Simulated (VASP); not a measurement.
# Na (Im-3m) in VASP: a series of runs

The runs below take Na through single point, relaxation of cell and atoms, with PBEsol.

Program: VASP 6.6.1. These are calculated values, not measurements. Logs are shortened: lines on timing, memory, paths and dates and some standing lists are left out, and cuts for length are marked.

### Step 1. The cell of the first run

It takes space group Im-3m (No. 229, cubic). Conventional cell: a = 4.169 Å, b = 4.169 Å, c = 4.169 Å, α = 90.00°, β = 90.00°, γ = 90.00°. Within 4.7 Å of Na (site symmetry m-3m) lie 14 Na at 3.61 to 4.17 Å.

### Step 2. Single point, PBEsol

INCAR reads:

```
  ALGO = Normal
  EDIFF = 1E-6
  ENCUT = 520
  GGA = PS
  ISIF = 2
  ISMEAR = 0
  LASPH = T
  LCHARG = F
  LREAL = F
  LWAVE = F
  NBANDS = 10
  NELM = 80
  PREC = Accurate
  SIGMA = 0.1
```

KPOINTS reads:

```
k-points
0
Gamma
  18 18 18
```

POSCAR reads:

```
Na
1.0
   -2.0846031852      2.0846031852      2.0846031852
    2.0846031852     -2.0846031852      2.0846031852
    2.0846031852      2.0846031852     -2.0846031852
Na
1
Direct
    0.0000000000      0.0000000000      0.0000000000
```

Potentials or basis: VASP PAW PBE potentials, release 64 (Na_pv).

Run with:

```bash
$ cat potpaw_PBE.64/Na_pv/POTCAR > POTCAR
$ mpirun -np 1 vasp_std > vasp.out
```

OUTCAR:

```text
EDIFF = 1E-6
   ENCUT = 520
   GGA = PS
   ISIF = 2
   ISMEAR = 0
   LASPH = T
   LREAL = F
   NELM = 80
   PREC = Accurate

 ion  position               nearest neighbor table
   1  0.000  0.000  0.000-

  LATTYP: Found a body centered cubic cell.
 ALAT       =     4.1692063704

  Lattice vectors:

 A1 = (  -2.0846031852,   2.0846031852,   2.0846031852)
 A2 = (   2.0846031852,  -2.0846031852,   2.0846031852)
 A3 = (   2.0846031852,   2.0846031852,  -2.0846031852)

Analysis of symmetry for initial positions (statically):
=====================================================================
 Subroutine PRICEL returns:
 Original cell was already a primitive cell.

 Routine SETGRP: Setting up the symmetry group for a
 body centered cubic supercell.

 Subroutine GETGRP returns: Found 48 space group operations
 (whereof 48 operations were pure point group operations)
 out of a pool of 48 trial point group operations.

The static configuration has the point symmetry O_h .

Analysis of symmetry for dynamics (positions and initial velocities):
=====================================================================
 Subroutine PRICEL returns:
 Original cell was already a primitive cell.

 Routine SETGRP: Setting up the symmetry group for a
 body centered cubic supercell.

 Subroutine GETGRP returns: Found 48 space group operations
 (whereof 48 operations were pure point group operations)
 out of a pool of 48 trial point group operations.

The dynamic configuration has the point symmetry O_h .

 Subroutine INISYM returns: Found 48 space group operations
 (whereof 48 operations are pure point group operations),
 and found     1 'primitive' translations

----------------------------------------------------------------------------------------

                                     Primitive cell

  volume of cell :      36.2352

  direct lattice vectors                    reciprocal lattice vectors
    -2.084603185  2.084603185  2.084603185     0.000000000  0.239853802  0.239853802
     2.084603185 -2.084603185  2.084603185     0.239853802  0.000000000  0.239853802
     2.084603185  2.084603185 -2.084603185     0.239853802  0.239853802  0.000000000

  length of vectors
     3.610638630  3.610638630  3.610638630     0.339204500  0.339204500  0.339204500

  position of ions in fractional coordinates (direct lattice)
     0.000000000  0.000000000  0.000000000

  ion indices of the primitive-cell ions
   primitive index   ion index
                 1           1

----------------------------------------------------------------------------------------

 KPOINTS: k-points

Automatic generation of k-mesh.
 Grid dimensions read from file:
 generate k-points for:   18   18   18

 Generating k-lattice:

  Cartesian coordinates                     Fractional coordinates (reciprocal lattice)
     0.000000000  0.013325211  0.013325211     0.055555556  0.000000000  0.000000000
     0.013325211  0.000000000  0.013325211     0.000000000  0.055555556  0.000000000
     0.013325211  0.013325211  0.000000000     0.000000000  0.000000000  0.055555556

  Length of vectors
     0.018844694  0.018844694  0.018844694

  Shift w.r.t. Gamma in fractional coordinates (k-lattice)
     0.000000000  0.000000000  0.000000000

 Subroutine IBZKPT returns following result:
 ===========================================

 Found    195 irreducible k-points:

 Following reciprocal coordinates:
            Coordinates               Weight
  0.000000  0.000000  0.000000      1.000000
  0.055556  0.000000  0.000000     12.000000
  0.111111  0.000000  0.000000     12.000000
  0.166667  0.000000  0.000000     12.000000
  0.222222  0.000000  0.000000     12.000000
  0.277778  0.000000  0.000000     12.000000
[... 16 lines left out ...]
  0.333333  0.111111  0.000000     48.000000
  0.388889  0.111111  0.000000     48.000000
 [... further k-points ...]
   k-points           NKPTS =    195   k-points in BZ     NKDIM =    195   number of bands    NBANDS=     10
   number of dos      NEDOS =    301   number of ions     NIONS =      1
   total plane-waves  NPLWV =  21952
   dimension x,y,z NGX =    28 NGY =   28 NGZ =   28
   dimension x,y,z NGXF=    56 NGYF=   56 NGZF=   56
   ions per type =               1
   NGX,Y,Z   is equivalent  to a cutoff of  12.89, 12.89, 12.89 a.u.
   NGXF,Y,Z  is equivalent  to a cutoff of  25.78, 25.78, 25.78 a.u.
 SYSTEM =  unknown system
   PREC   = accura    normal or accurate (medium, high low for compatibility)
   ISTART =      0    job   : 0-new  1-cont  2-samecut
   ICHARG =      2    charge: 1-file 2-atom 10-const
   ISPIN  =      1    spin polarized calculation?
   LNONCOLLINEAR =      F non collinear calculations
   LSORBIT =      F    spin-orbit coupling
   LASPH  =      T    aspherical Exc in radial PAW
   ENCUT  =  520.0 eV  38.22 Ry    6.18 a.u.   6.71  6.71  6.71*2*pi/ulx,y,z
   NELM   =     80;   NELMIN=  2; NELMDL= -5     # of ELM steps
   EDIFF  = 0.1E-05   stopping-criterion for ELM
   LREAL  =      F    real-space projection
   EDIFFG = 0.1E-04   stopping-criterion for IOM
   NSW    =      0    number of steps for IOM
   IBRION =     -1    ionic relax: 0-MD 1-quasi-New 2-CG
   NFREE  =      0    steps in history (QN), initial steepest desc. (CG)
   ISIF   =      2    stress and relaxation
   ISYM   =      2    0-nonsym 1-usesym 2-fastsym
   POTIM  = 0.5000    time-step for ionic-motion
   TEBEG  =    0.0;   TEEND  =   0.0 temperature during run
   PSTRESS=    0.0 pullay stress
   NELECT =       7.0000    total number of electrons
   NUPDOWN=      -1.0000    fix difference up-down
   EMIN   =  10.00;   EMAX   =-10.00  energy-range for DOS
   EFERMI =   0.00;   METHOD = LEGACY
   ISMEAR =     0;   SIGMA  =   0.10  broadening in eV -4-tet -1-fermi 0-gaus
   EFERMI_NEDOS =   21; number of points for ismear=-14 and -15
   IALGO  =     38    algorithm
   IMIX   =      4    mixing-type and parameters
     AMIX     =   0.40;   BMIX     =  1.00
     AMIX_MAG =   1.60;   BMIX_MAG =  1.00
  volume/ion in A,a.u.               =      36.24       244.53
  Fermi-wavevector in a.u.,A,eV,Ry     =   0.946377  1.788393 12.185775  0.895629
  Thomas-Fermi vector in A             =   2.074369
   LORBIT       =      0    0 simple, 1 ext, 2 COOP (PROOUT), +10 PAW based schemes
   GGA     = PS    functional components
   LHFCALC =     F    Hartree Fock is set to
   AEXX    =    0.0000 exact exchange contribution
   IVDW    =     0    specifies the selected vdW correction
   LEPSILON=     F    determine dielectric tensor
   LRPA    =     F    only Hartree local field effects (RPA)
 non-spin polarized calculation
 Gauss-broadening in eV      SIGMA  =   0.10
  energy-cutoff  :      520.00
  volume of cell :       36.24
 maximum number of plane-waves:       990
   NGX = 13   NGY = 13   NGZ = 13

 number of electron       6.9999995 magnetization

 Free energy of the ion-electron system (eV)
  ---------------------------------------------------
  ext. energy  EPLUGINS =         0.00000000
  ---------------------------------------------------
  free energy    TOTEN  =        -1.40084562 eV

  energy without entropy =       -1.39856906  energy(sigma->0) =       -1.39970734

 E-fermi :   0.3704     XC(G=0):  -6.5616

 val. band max:        0.3110591193   @ k =  -0.3333   0.3333   0.2778
 cond. band min:       0.4097420882   @ k =   0.3333   0.1667   0.0000
 fundamental gap:      0.0986829689
 Fermi energy:         0.3703703234

 k-point     1 :       0.0000    0.0000    0.0000
  band No.  band energies     occupation
      1     -24.3965      2.00000
      2     -24.3965      2.00000
      3     -24.3964      2.00000
      4      -2.9554      2.00000
      5      12.2516      0.00000
      6      12.2516      0.00000
      7      12.2516      0.00000
      8      13.2702      0.00000
      9      13.2702      0.00000
     10      13.8219      0.00000

 k-point     2 :       0.0556    0.0000    0.0000
  band No.  band energies     occupation
      1     -24.3976      2.00000
      2     -24.3969      2.00000
      3     -24.3964      2.00000
      4      -2.9001      2.00000
      5      11.4507      0.00000
      6      11.8496      0.00000
      7      12.0284      0.00000
      8      12.7360      0.00000
      9      12.8032      0.00000
     10      14.1238      0.00000

 k-point     3 :       0.1111    0.0000    0.0000
  band No.  band energies     occupation
      1     -24.4011      2.00000
      2     -24.3980      2.00000
      3     -24.3964      2.00000
      4      -2.7345      2.00000
      5       9.9952      0.00000
      6      11.1749      0.00000
      7      11.5757      0.00000
      8      12.0559      0.00000
      9      12.6025      0.00000
     10      14.2574      0.00000

 k-point     4 :       0.1667    0.0000    0.0000
  band No.  band energies     occupation
      1     -24.4063      2.00000
      2     -24.3998      2.00000
      3     -24.3964      2.00000
      4      -2.4599      2.00000
      5       8.5334      0.00000
      6      10.5299      0.00000
      7      11.1033      0.00000
      8      11.4497      0.00000
      9      12.3364      0.00000
     10      14.4068      0.00000
[... 222 lines left out ...]
 k-point    22 :       0.2778    0.1111    0.0000
  band No.  band energies     occupation
      1     -24.4259      2.00000
      2     -24.4069      2.00000
      3     -24.3980      2.00000
      4      -0.8430      2.00000
      5       4.7102      0.00000
      6       7.4353      0.00000
      7       9.5144      0.00000
      8      11.1381      0.00000
      9      13.0062      0.00000
     10      14.2780      0.00000

 k-point    23 :       0.3333    0.1111    0.0000
  band No.  band energies     occupation
      1     -24.4302      2.00000
      2     -24.4091      2.00000
      3     -24.3981      2.00000
      4      -0.1593      2.00000
      5       3.5732      0.00000
      6       7.1808      0.00000
      7       9.2818      0.00000
      8      10.9119      0.00000
      9      12.8779      0.00000
     10      14.7501      0.00000

 k-point    24 :       0.3889    0.1111    0.0000
  band No.  band energies     occupation
      1     -24.4331      2.00000
      2     -24.4105      2.00000
      3     -24.3981      2.00000
      4       0.6103      0.00069
      5       2.5309      0.00000
      6       7.0287      0.00000
      7       9.1411      0.00000
      8      10.7732      0.00000
      9      12.7757      0.00000
     10      15.3068      0.00000

 [... further k-points ...]

------------------------ aborting loop because EDIFF is reached ----------------------------------------

  FORCE on cell =-STRESS in cart. coord.  units (eV):
  Direction    XX          YY          ZZ          XY          YZ          ZX
  --------------------------------------------------------------------------------------
  -------------------------------------------------------------------------------------
  Total       -0.0031373     -0.0031373     -0.0031373      0.0000000      0.0000000     -0.0000000
  in kB       -0.1387178     -0.1387178     -0.1387178      0.0000000      0.0000000     -0.0000000
  external PRESSURE =      -0.1387178 kB  Pullay stress =       0.0000000 kB

 VOLUME and BASIS-vectors are now :
 -----------------------------------------------------------------------------
  energy-cutoff  :      520.00
  volume of cell :       36.24
      direct lattice vectors                 reciprocal lattice vectors
    -2.084603185  2.084603185  2.084603185     0.000000000  0.239853802  0.239853802
     2.084603185 -2.084603185  2.084603185     0.239853802  0.000000000  0.239853802
     2.084603185  2.084603185 -2.084603185     0.239853802  0.239853802  0.000000000

 POSITION                                       TOTAL-FORCE (eV/Angst)
 -----------------------------------------------------------------------------------
      0.00000      0.00000      0.00000        -0.000000     -0.000000     -0.000000
 -----------------------------------------------------------------------------------
    total drift:                               -0.000000     -0.000000     -0.000000

  FREE ENERGIE OF THE ION-ELECTRON SYSTEM (eV)
  ---------------------------------------------------
  free  energy   TOTEN  =        -1.4008456157 eV

  energy  without entropy=       -1.3985690626  energy(sigma->0) =       -1.39970734
```

It took 32 s on 1 thread of Intel Xeon Platinum 8259CL at 2.50GHz (Skylake/Cascade Lake), shared host; peak memory 0.19 GiB.

Results:

```
Free energy            : -1.4008 eV
Pressure               : 0.0 GPa
Band gap on the k mesh : zero (an odd number of electrons rules out a gap without spin polarisation)
```

Levels at points of the mesh, in eV from the Fermi level:
```csv
k point,band 1,band 2,band 3,band 4,band 5,band 6,band 7
"(0.00, 0.00, 0.00)",-24.77,-24.77,-24.77,-3.33,11.88,11.88,11.88
"(0.50, 0.00, 0.00)",-24.81,-24.78,-24.77,0.75,1.25,8.30,9.31
"(0.50, 0.50, 0.50)",-24.80,-24.80,-24.80,4.55,4.55,4.97,4.97
```

Caveat: the PAW data sets were made with another functional, which shifts forces and pressure a little.

[end of part 1 of 2]

The gap in the log of VASP goes by the Fermi energy; the results here count the filled bands.